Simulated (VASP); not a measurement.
AlNi:

```
Ni Al
1.0
     2.90008    0.00000    0.00000
     0.00000    2.90008    0.00000
     0.00000    0.00000    2.90008
Ni Al
1 1
Direct
  0.50000 0.50000 0.50000
  0.00000 0.00000 0.00000
```

Base run:

```yaml
Program: VASP 6.6.1
Functional: PBE
Potentials_or_basis: VASP PAW PBE potentials, release 64 (Ni, Al)
Cutoff: 520 eV
k_mesh: 9 × 9 × 9
Occupations: fermi-dirac, width 0.05 eV
Spin: collinear spin, ferromagnetic start
Starting_moments: "[1.0, 0.0] μB"
```

Its results: pressure -1.2 GPa; net moment 0.00 μB per cell.

Task: The run is repeated on the same cell with these changes: functional from PBE to r2SCAN. What comes out?

Result: Pressure -6.5 GPa; net moment 0.00 μB per cell.

Caveats: the PAW data sets were made with another functional, which shifts forces and pressure a little (some runs).
